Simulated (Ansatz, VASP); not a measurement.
**SnO2 in VASP and in Ansatz**

```
Sn O
1.0
     1.58408    0.91457    4.70259
    -1.58408    0.91457    4.70259
     0.00000   -1.82914    4.70259
Sn O
1 2
Direct
  0.50000 0.50000 0.50000
  0.76283 0.76283 0.76283
  0.23717 0.23717 0.23717
```

Alike in both runs: task single point; functional r2SCAN; k mesh 10 × 10 × 10; occupations fermi-dirac, width 0.05 eV; no spin polarisation.

|  | VASP | Ansatz |
| --- | --- | --- |
| version | VASP 6.6.1 | Ansatz 0.2.0 |
| potentials or method | VASP PAW PBE potentials, release 64 (Sn_d, O) | Ansatz PAW |
| plane-wave cutoff (eV) | 520 | 500 |
| valence electrons in the cell | 26 | 26 |

Ansatz gave:

| Property | Result |
| --- | --- |
| gap on the k mesh at the Fermi level (eV) | 2.89 |
| least direct gap on the mesh (eV) | 3.06 |
| pressure (GPa) | 2.6 |
| traceless stress, the component that is largest in VASP (GPa) | -3.03 |
| rms of the force components (eV/Å) | 0.039 |

**Question.** Which values does VASP return?

**Answer.** gap on the k mesh at the Fermi level (eV): 2.89; least direct gap on the mesh (eV): 3.07; pressure (GPa): 3.8; traceless stress, the component that is largest in VASP (GPa): -3.71; rms of the force components (eV/Å): 0.083.

VASP's potentials were made for PBE, not for r2SCAN. Atom by atom the forces differ by 0.043 eV/Å (rms over components).
